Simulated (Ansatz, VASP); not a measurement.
# ZrB2 in VASP and in Ansatz

```
Zr B
1.0
     2.85628    0.00000    0.00000
     0.00000    3.55879    0.00000
     0.00000    0.00000    3.62158
Zr B
1 2
Direct
  0.50000 0.00000 0.00000
  0.50000 0.50000 0.50000
  0.50000 0.00000 0.50000
```

Alike in both runs: task relaxation of cell and atoms; functional PBE; k mesh 6 × 6 × 6; occupations gaussian, width 0.1 eV; no spin polarisation.

|  | VASP | Ansatz |
| --- | --- | --- |
| version | VASP 6.6.1 | Ansatz 0.2.0 |
| potentials or method | VASP PAW PBE potentials, release 64 (Zr_sv, B), cutoff 600 eV | scalar-relativistic, plane waves, PAW |
| valence electrons in the cell | 18 | 18 |

|  | VASP | Ansatz | Ansatz less VASP |
| --- | --- | --- | --- |
| gap on the k mesh at the Fermi level, each at its own relaxed structure (eV) | none | none | - |
| relaxed volume (Å³/atom) | 14.96 | 14.95 | -0.007 |
| relaxed length of the cell vector where the two differ most in proportion (Å) | 4.620 | 4.612 | -0.0083 |

A gap of «none» marks a metal or a gap that the smearing closes.

The k mesh is coarse, so the values compare programs but aren't converged. Noted on VASP's run: the volume moved by over 15 % at a fixed basis, so the end points are rough.
